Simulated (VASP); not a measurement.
# MgO2 (R-3m) in VASP: notebook, part 2 of 2

VASP 6.6.1. Earlier steps stand in the parts before.

## 5. Single point, r2SCAN (strain +0.030 along x and y, +0.015 along z)

File POSCAR:

```
MgO2
1.0
    1.6529038465      0.9543044807      3.5463885580
   -1.6529038465      0.9543044807      3.5463885580
    0.0000000000     -1.9086089614      3.5463885580
Mg O
1 2
Direct
    0.0000000000      0.0000000000      0.0000000000
    0.4287860000      0.4287860000      0.4287860000
    0.5712140000      0.5712140000      0.5712140000
```

File INCAR.step1:

```
  PREC = Accurate
  ENCUT = 520
  ISMEAR = 0
  SIGMA = 0.05
  LREAL = F
  LASPH = T
  NELM = 100
  NBANDS = 14
  GGA = PE
  ALGO = Normal
  EDIFF = 1E-4
  LWAVE = T
  LCHARG = F
```

File INCAR.step2:

```
  PREC = Accurate
  ENCUT = 520
  EDIFF = 1E-7
  ISMEAR = 0
  SIGMA = 0.05
  LREAL = F
  LASPH = T
  NELM = 100
  ALGO = Normal
  ISIF = 2
  LWAVE = F
  LCHARG = F
  METAGGA = R2SCAN
  LMIXTAU = T
  NBANDS = 14
  ISTART = 1
```

File KPOINTS:

```
regular mesh
0
Gamma
  12 12 12
```

Potentials or basis: VASP PAW PBE potentials, release 64 (Mg, O).

Run with:

```bash
$ cat potpaw_PBE.64/Mg/POTCAR potpaw_PBE.64/O/POTCAR > POTCAR
$ cp INCAR.step1 INCAR
$ mpirun -np 1 vasp_std > vasp.out
$ cp INCAR.step2 INCAR
$ mpirun -np 1 vasp_std > vasp.out
```

OUTCAR:

```text
PREC = Accurate
   ENCUT = 520
   EDIFF = 1E-7
   ISMEAR = 0
   LREAL = F
   LASPH = T
   NELM = 100
   ISIF = 2
   METAGGA = R2SCAN
   ISTART = 1

 ion  position               nearest neighbor table
   1  0.000  0.000  0.000-   3 2.16   2 2.16   3 2.16   3 2.16   2 2.16   2 2.16
   2  0.429  0.429  0.429-   3 1.52   1 2.16   1 2.16   1 2.16
   3  0.571  0.571  0.571-   2 1.52   1 2.16   1 2.16   1 2.16

  LATTYP: Found a trigonal (rhomboedric) cell.
 ALAT       =     4.0273638986
[... 603 lines left out ...]

  FORCE on cell =-STRESS in cart. coord.  units (eV):
  Direction    XX          YY          ZZ          XY          YZ          ZX
  --------------------------------------------------------------------------------------
  -------------------------------------------------------------------------------------
  Total       -2.7227725     -2.7227725     -2.6636139      0.0000000      0.0000000     -0.0000000
  in kB     -129.9720045   -129.9720045   -127.1480599      0.0000000      0.0000000     -0.0000000
  external PRESSURE =    -129.0306896 kB  Pullay stress =       0.0000000 kB

 VOLUME and BASIS-vectors are now :
 -----------------------------------------------------------------------------
  energy-cutoff  :      520.00
  volume of cell :       33.56
      direct lattice vectors                 reciprocal lattice vectors
     1.652903847  0.954304481  3.546388558     0.302497935  0.174647264  0.093992333
    -1.652903847  0.954304481  3.546388558    -0.302497935  0.174647264  0.093992333
     0.000000000 -1.908608961  3.546388558     0.000000000 -0.349294528  0.093992333

 POSITION                                       TOTAL-FORCE (eV/Angst)
 -----------------------------------------------------------------------------------
      0.00000      0.00000      0.00000        -0.000000      0.000000     -0.000000
      0.00000      0.00000      4.56193         0.000000     -0.000000      0.026266
      0.00000      0.00000      6.07724         0.000000      0.000000     -0.026266
 -----------------------------------------------------------------------------------
    total drift:                                0.000000     -0.000000      0.000000

  FREE ENERGIE OF THE ION-ELECTRON SYSTEM (eV)
  ---------------------------------------------------
  free  energy   TOTEN  =       -21.4102605769 eV

  energy  without entropy=      -21.4102605769  energy(sigma->0) =      -21.41026058
```

OUTCAR.step1:

```text
PREC = Accurate
   ENCUT = 520
   ISMEAR = 0
   LREAL = F
[... 635 lines left out ...]
      0.00000      0.00000      0.00000        -0.000000     -0.000000      0.000000
      0.00000      0.00000      4.56193         0.000000      0.000000     -0.028649
      0.00000      0.00000      6.07724         0.000000     -0.000000      0.028649
 -----------------------------------------------------------------------------------
    total drift:                                0.000000     -0.000000      0.000000

  FREE ENERGIE OF THE ION-ELECTRON SYSTEM (eV)
  ---------------------------------------------------
  free  energy   TOTEN  =       -16.2998093297 eV

  energy  without entropy=      -16.2998093297  energy(sigma->0) =      -16.29980933
```

It took 7.8 min on 1 thread of Intel Xeon Platinum 8259CL at 2.50GHz (Skylake/Cascade Lake), shared host; peak memory 0.23 GiB.

Results:

| Property | Result |
| --- | --- |
| Free energy | -21.4103 eV |
| Pressure | -12.9 GPa |
| Largest force | 0.026 eV/Å |
| Band gap on the k mesh | 2.68 eV |

Forces on the atoms (eV/Å):
```
Mg   0.000  0.000  0.000
O    0.000  0.000  0.026
O    0.000  0.000 -0.026
```

Levels at points of the mesh, in eV from the valence-band top:
```csv
k point,band 3,band 4,band 5,band 6,band 7,band 8,band 9,band 10,band 11,band 12
"(0.00, 0.00, 0.00)",-7.10,-3.26,-3.26,-0.74,-0.74,4.85,5.35,12.57,14.67,15.33
"(0.50, 0.00, 0.00)",-6.20,-5.70,-3.53,-1.18,-0.98,4.67,9.01,10.36,13.05,14.48
"(0.50, 0.50, 0.00)",-5.61,-5.06,-4.20,-1.95,-0.09,3.97,8.31,11.25,12.73,13.24
"(0.50, 0.50, 0.50)",-4.64,-3.74,-3.74,0.00,0.00,2.68,5.48,9.73,14.48,14.48
```

Caveat: the cell differs from its parent crystal (strain +0.030 along x and y, +0.015 along z); the cell stands under tension; the PAW data sets were made with another functional, which shifts forces and pressure a little. A k mesh can miss the band edges.

## 6. Single point, r2SCAN (strain +0.030 along x and y, +0.030 along z)

File POSCAR:

```
MgO2
1.0
    1.6529038465      0.9543044807      3.5987982411
   -1.6529038465      0.9543044807      3.5987982411
    0.0000000000     -1.9086089614      3.5987982411
Mg O
1 2
Direct
    0.0000000000      0.0000000000      0.0000000000
    0.4287860000      0.4287860000      0.4287860000
    0.5712140000      0.5712140000      0.5712140000
```

File INCAR.step1:

```
SYSTEM = MgO2
PREC = Accurate ; ENCUT = 520
ISMEAR = 0 ; SIGMA = 0.05
LREAL = .FALSE. ; LASPH = .TRUE.
NELM = 80 ; NBANDS = 14
GGA = PE ; ALGO = Normal
EDIFF = 1E-4 ; LWAVE = .TRUE.
LCHARG = .FALSE.
```

File INCAR.step2:

```
SYSTEM = MgO2
PREC = Accurate ; ENCUT = 520
EDIFF = 1E-6 ; ISMEAR = 0
SIGMA = 0.05 ; LREAL = .FALSE.
LASPH = .TRUE. ; NELM = 80
ALGO = Normal ; ISIF = 2
LWAVE = .FALSE. ; LCHARG = .FALSE.
METAGGA = R2SCAN ; LMIXTAU = .TRUE.
NBANDS = 14 ; ISTART = 1
```

File KPOINTS:

```
Automatic mesh
0
G
  12 12 12
  0 0 0
```

Potentials or basis: VASP PAW PBE potentials, release 64 (Mg, O).

Run with:

```bash
$ cat potpaw_PBE.64/Mg/POTCAR potpaw_PBE.64/O/POTCAR > POTCAR
$ cp INCAR.step1 INCAR
$ mpirun -np 1 vasp_std > vasp.out
$ cp INCAR.step2 INCAR
$ mpirun -np 1 vasp_std > vasp.out
```

It took 7.4 min on 1 thread of Intel Xeon Platinum 8259CL at 2.50GHz (Skylake/Cascade Lake), shared host; peak memory 0.23 GiB.

The run converged. Its results:

```yaml
Free_energy: -21.3622 eV
Pressure: -14.9 GPa
Largest_force: 0.367 eV/Å
Band_gap_on_the_k_mesh: 2.40 eV
```

Forces in eV/Å, atoms in the order of the input:
```
Mg   0.000  0.000  0.000
O    0.000  0.000  0.367
O    0.000  0.000 -0.367
```

Stress tensor (GPa, compression positive):
```
-12.88   0.00   0.00
  0.00 -12.88   0.00
  0.00   0.00 -18.81
```

Levels at points of the mesh, in eV from the valence-band top:
| k point | band 4 | band 5 | band 6 | band 7 | band 8 | band 9 | band 10 | band 11 |
| --- | --- | --- | --- | --- | --- | --- | --- | --- |
| (0.00, 0.00, 0.00) | -3.07 | -3.07 | -0.70 | -0.70 | 4.94 | 5.10 | 12.37 | 14.44 |
| (0.50, 0.00, 0.00) | -5.50 | -3.34 | -1.14 | -1.00 | 4.41 | 9.09 | 10.42 | 13.02 |
| (0.50, 0.50, 0.00) | -4.88 | -3.99 | -1.94 | -0.10 | 3.70 | 8.47 | 11.35 | 12.59 |
| (0.50, 0.50, 0.50) | -3.53 | -3.53 | 0.00 | 0.00 | 2.40 | 5.66 | 9.57 | 14.62 |

Caveat: the cell differs from its parent crystal (strain +0.030 along x and y, +0.030 along z); the cell stands under tension; the PAW data sets were made with another functional, which shifts forces and pressure a little.

## 7. Summary

| cell | gap on the mesh (eV) | pressure (GPa) | largest force (eV/Å) |
| --- | --- | --- | --- |
| a = 4.014 Å, angles 47.9°, 3 atoms | 2.65 | -10.8 | 0.17 |
| a = 3.981 Å, angles 49.1°, 3 atoms | 2.98 | -10.7 | 0.38 |
| a = 4.061 Å, angles 47.3°, 3 atoms | 2.36 | -12.9 | 0.50 |
| a = 4.027 Å, angles 48.5°, 3 atoms | 2.68 | -12.9 | 0.03 |
| a = 4.074 Å, angles 47.9°, 3 atoms | 2.40 | -14.9 | 0.37 |

Alike in all rows: task single point; level r2SCAN; potentials or basis VASP PAW PBE potentials, release 64 (Mg, O); no spin polarisation; k mesh 12 × 12 × 12; cutoff (eV) 520; smearing gaussian 0.05 eV.

Caveats: the cell stands under tension; the PAW data sets were made with another functional, which shifts forces and pressure a little.

Absolute energies hang on the potentials; compare differences alone.
